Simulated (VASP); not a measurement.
A run of VASP 6.6.1:

INCAR

```
SYSTEM = BaTe
PREC = Accurate
ENCUT = 520
EDIFF = 1E-6
ISMEAR = 0
SIGMA = 0.1
LREAL = .False.
LASPH = .True.
NELM = 80
ALGO = Normal
ISIF = 2
LWAVE = .False.
LCHARG = .False.
GGA = PE
NBANDS = 15
```

The input KPOINTS:

```
regular mesh
0
Gamma
  4 4 6
  0 0 0
```

POSCAR

```
BaTe
1.0
    4.9327051700      0.0000000000      0.0000000000
    0.0000000000      4.9327051700      0.0000000000
    0.0000000000      0.0000000000      3.5544620400
Ba Te
1 1
Direct
    0.5000000000      0.5000000000      0.0035760100
    0.0000000000      0.0000000000      0.6709462500
```

Potentials or basis: VASP PAW PBE potentials, release 64 (Ba_sv, Te).

Command:

```console
$ cat potpaw_PBE.64/Ba_sv/POTCAR potpaw_PBE.64/Te/POTCAR > POTCAR
$ mpirun -np 1 vasp_std > vasp.out
```

Hardware: 1 thread of Intel Xeon 8259CL (shared host).

**Question.** How long does it take, and how much memory?

**Answer.** It took 29 s on 1 thread of Intel Xeon 8259CL, with other jobs on the host, peak memory 0.22 GiB. Counts: scf iterations 13, k points 24.
